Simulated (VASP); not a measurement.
# Cu (Cmcm) in VASP: a series of runs, part 2 of 2

VASP 6.6.1.

### 4 Single point, PBE (13.31 Å³/atom)

This run uses another cell than the first one, of 13.31 Å³/atom.

INCAR

```
SYSTEM = Cu
PREC = Accurate ; ENCUT = 520
EDIFF = 1E-6 ; ISMEAR = 0
SIGMA = 0.15 ; LREAL = .FALSE.
LASPH = .TRUE. ; NELM = 60
ALGO = Fast ; ISIF = 2
LWAVE = .FALSE. ; LCHARG = .FALSE.
GGA = PE ; NBANDS = 18
```

KPOINTS

```
regular mesh
0
G
  20 20 20
  0 0 0
```

POSCAR

```
Cu
1.0
    1.2629284310     -4.1099231803      0.0000000000
    1.2629284310      4.1099231803      0.0000000000
    0.0000000000      0.0000000000      2.5635103458
Cu
2
Direct
    0.1340351705      0.8659648295      0.2500000000
    0.8659648295      0.1340351705      0.7500000000
```

Potentials or basis: VASP PAW PBE potentials, release 64 (Cu).

Command:

```console
cat potpaw_PBE.64/Cu/POTCAR > POTCAR
mpirun -np 1 vasp_std > vasp.out
```

OUTCAR:

```text
SYSTEM = Cu
   PREC = Accurate
   ENCUT = 520
   EDIFF = 1E-6
   ISMEAR = 0
   LREAL = .FALSE.
   LASPH = .TRUE.
   NELM = 60
   ISIF = 2
   GGA = PE

 ion  position               nearest neighbor table
   1  0.134  0.866  0.250-   2 2.55   2 2.55   2 2.62   2 2.62   2 2.62   2 2.62
   2  0.866  0.134  0.750-   1 2.55   1 2.55   1 2.62   1 2.62   1 2.62   1 2.62

  LATTYP: Found a base centered orthorhombic cell.
 ALAT       =     2.5258568620
 B/A-ratio  =     3.2542803530
 C/A-ratio  =     1.0149072120

  Lattice vectors:

[... 695 lines left out ...]

  FORCE on cell =-STRESS in cart. coord.  units (eV):
  Direction    XX          YY          ZZ          XY          YZ          ZX
  --------------------------------------------------------------------------------------
  -------------------------------------------------------------------------------------
  Total       -0.8947326     -1.0096143     -0.9369752      0.0000000      0.0000000      0.0000000
  in kB      -53.8674388    -60.7838987    -56.4106563      0.0000000      0.0000000      0.0000000
  external PRESSURE =     -57.0206646 kB  Pullay stress =       0.0000000 kB

 VOLUME and BASIS-vectors are now :
 -----------------------------------------------------------------------------
  energy-cutoff  :      520.00
  volume of cell :       26.61
      direct lattice vectors                 reciprocal lattice vectors
     1.262928431 -4.109923180  0.000000000     0.395905253 -0.121656775  0.000000000
     1.262928431  4.109923180  0.000000000     0.395905253  0.121656775  0.000000000
     0.000000000  0.000000000  2.563510346     0.000000000  0.000000000  0.390090097

 POSITION                                       TOTAL-FORCE (eV/Angst)
 -----------------------------------------------------------------------------------
      1.26293      3.00817      0.64088         0.000000     -0.059718      0.000000
      1.26293     -3.00817      1.92263         0.000000      0.059718      0.000000
 -----------------------------------------------------------------------------------
    total drift:                               -0.000000     -0.000000      0.000000

  FREE ENERGIE OF THE ION-ELECTRON SYSTEM (eV)
  ---------------------------------------------------
  free  energy   TOTEN  =        -7.1541117760 eV

  energy  without entropy=       -7.1469704065  energy(sigma->0) =       -7.15054109
```

Run time: 9.3 min. Hardware: 1 thread of Intel Xeon 8259CL, shared host; peak memory 0.56 GiB.

Results:

```
Free energy            : -7.1541 eV
Pressure               : -5.7 GPa
Largest force          : 0.060 eV/Å
Band gap on the k mesh : zero (bands 11 and 12 overlap by 5.40 eV)
```

Forces in eV/Å, atoms in the order of the input:
```
Cu   0.000 -0.060  0.000
Cu   0.000  0.060  0.000
```

Caveat: the cell stands under tension.

### 5 Single point, PBE (11.80 Å³/atom)

This run uses another cell than the first one, of 11.80 Å³/atom.

INCAR

```
SYSTEM = Cu
  ALGO = Fast
  EDIFF = 1E-6
  ENCUT = 520
  GGA = PE
  ISIF = 2
  ISMEAR = 0
  LASPH = .True.
  LCHARG = .True.
  LELF = .True.
  LREAL = .False.
  LVHAR = .True.
  LWAVE = .False.
  NBANDS = 18
  NELM = 80
  PREC = Accurate
  SIGMA = 0.15
```

KPOINTS

```
k-points
0
Gamma
  20 20 20
  0 0 0
```

POSCAR

```
Cu
1.0
    1.1813595507     -4.0017437034      0.0000000000
    1.1813595507      4.0017437034      0.0000000000
    0.0000000000      0.0000000000      2.4960348247
Cu
2
Direct
    0.1340351705      0.8659648295      0.2500000000
    0.8659648295      0.1340351705      0.7500000000
```

Command:

```console
cat potpaw_PBE.64/Cu/POTCAR > POTCAR
mpirun -np 1 vasp_std > vasp.out
```

Run time: 14 min. Hardware: 1 thread of Intel Xeon 8259CL, shared host; peak memory 0.52 GiB.

It converged, with:

```
Free energy            : -7.1130 eV
Pressure               : 10.0 GPa
Largest force          : 0.191 eV/Å
Band gap on the k mesh : zero (bands 11 and 12 overlap by 5.84 eV)
```

Forces in eV/Å, atoms in the order of the input:
```
Cu   0.000  0.191  0.000
Cu   0.000 -0.191  0.000
```

Stress tensor (GPa, compression positive):
```
17.46  0.00  0.00
 0.00  6.63  0.00
 0.00  0.00  5.76
```

Levels at points of the mesh, in eV from the Fermi level:
```
           k point  band 8  band 9  band 10  band 11  band 12  band 13  band 14  band 15
(0.00, 0.00, 0.00)   -1.93   -1.79    -1.65    -1.45    -0.24     4.65    14.25    19.48
(0.50, 0.00, 0.00)   -2.50   -2.17    -1.68    -0.27     1.62     2.87     7.24    13.06
(0.50, 0.50, 0.00)   -2.38   -2.28    -1.87    -1.57    -1.50    13.28    15.04    17.10
(0.00, 0.00, 0.50)   -2.58   -1.66    -1.66    -0.11    -0.11     7.92     7.92     9.18
(0.50, 0.00, 0.50)   -1.82   -1.20    -1.20     3.92     3.92     7.70     7.70     9.91
(0.50, 0.50, 0.50)   -1.91   -1.59    -1.59    -1.12    -1.12     3.53     3.53    17.46
```

Caveat: the stress differs along the axes, from 6 to 17 GPa.

### 6 Single point, PBE (12.55 Å³/atom)

INCAR

```
SYSTEM = Cu
PREC = Accurate
ENCUT = 520
EDIFF = 1E-7
ISMEAR = 0
SIGMA = 0.15
LREAL = .False.
LASPH = .True.
NELM = 80
ALGO = Fast
ISIF = 2
LWAVE = .False.
LCHARG = .True.
GGA = PE
LELF = .True.
LVHAR = .True.
NBANDS = 18
```

KPOINTS

```
regular mesh
0
Gamma
  20 20 20
  0 0 0
```

POSCAR

```
Cu
1.0
    1.3066667252     -3.9245591619      0.0000000000
    1.3066667252      3.9245591619      0.0000000000
    0.0000000000      0.0000000000      2.4478919856
Cu
2
Direct
    0.1340351705      0.8659648295      0.2500000000
    0.8659648295      0.1340351705      0.7500000000
```

Potentials or basis: VASP PAW PBE potentials, release 64 (Cu).

Command:

```console
cat potpaw_PBE.64/Cu/POTCAR > POTCAR
mpirun -np 1 vasp_std > vasp.out
```

Wall time 16 min (1 thread of Intel Xeon 8259CL, shared host); peak memory 0.54 GiB.

It converged, with:

```yaml
Free_energy: -7.1099 eV
Pressure: 2.7 GPa
Largest_force: 0.250 eV/Å
Band_gap_on_the_k_mesh: zero (bands 11 and 12 overlap by 5.28 eV)
```

Forces in eV/Å, atoms in the order of the input:
```
Cu   0.000 -0.250  0.000
Cu   0.000  0.250  0.000
```

Stress tensor (GPa, compression positive):
```
-7.91  0.00  0.00
 0.00  6.65  0.00
 0.00  0.00  9.30
```

Levels at points of the mesh, in eV from the Fermi level:
| k point | band 9 | band 10 | band 11 | band 12 | band 13 | band 14 |
| --- | --- | --- | --- | --- | --- | --- |
| (0.00, 0.00, 0.00) | -1.89 | -1.74 | -1.40 | 0.47 | 5.19 | 15.47 |
| (0.50, 0.00, 0.00) | -1.98 | -1.58 | -0.84 | 0.54 | 2.09 | 6.23 |
| (0.50, 0.50, 0.00) | -2.14 | -1.99 | -1.63 | -1.55 | 12.51 | 14.40 |
| (0.00, 0.00, 0.50) | -1.76 | -1.76 | 0.20 | 0.20 | 8.78 | 8.78 |
| (0.50, 0.00, 0.50) | -1.38 | -1.38 | 3.35 | 3.35 | 7.13 | 7.13 |
| (0.50, 0.50, 0.50) | -1.48 | -1.48 | -0.51 | -0.51 | 4.03 | 4.03 |

Caveat: the stress differs along the axes, from -8 to 9 GPa.

### 7 Overview

| cell | further INCAR settings | gap on the mesh (eV) | pressure (GPa) | largest force (eV/Å) |
| --- | --- | --- | --- | --- |
| a = 4.259, b = 4.259, c = 2.548 Å, angles 90.0, 90.0, 147.1°, 2 atoms | ALGO = Fast; EDIFF = 1e-07; NBANDS = 18 | none | 0.7 | 0.08 |
| a = 4.176, b = 4.176, c = 2.481 Å, angles 90.0, 90.0, 144.5°, 2 atoms | ALGO = Fast; EDIFF = 1e-07; NBANDS = 18 | none | 1.4 | 0.10 |
| a = 4.300, b = 4.300, c = 2.564 Å, angles 90.0, 90.0, 145.8°, 2 atoms | ALGO = Fast; EDIFF = 1e-06; NBANDS = 18 | none | -5.7 | 0.06 |
| a = 4.172, b = 4.172, c = 2.496 Å, angles 90.0, 90.0, 147.1°, 2 atoms | ALGO = Fast; EDIFF = 1e-06; NBANDS = 18 | none | 10.0 | 0.19 |
| a = 4.136, b = 4.136, c = 2.448 Å, angles 90.0, 90.0, 143.2°, 2 atoms | ALGO = Fast; EDIFF = 1e-07; NBANDS = 18 | none | 2.7 | 0.25 |

Alike in all rows: task single point; level PBE; potentials or basis VASP PAW PBE potentials, release 64 (Cu); no spin polarisation; k mesh 20 × 20 × 20; cutoff (eV) 520; smearing gaussian 0.15 eV.

Caveats: the stress differs along the axes, from -3 to 7 GPa (at least some runs); the stress differs along the axes, from -4 to 5 GPa (at least some runs); the cell stands under tension (at least some runs); the stress differs along the axes, from 6 to 17 GPa (at least some runs); the stress differs along the axes, from -8 to 9 GPa (at least some runs).

Total energies depend on the potentials used, so only differences within one code and one set of settings carry meaning.
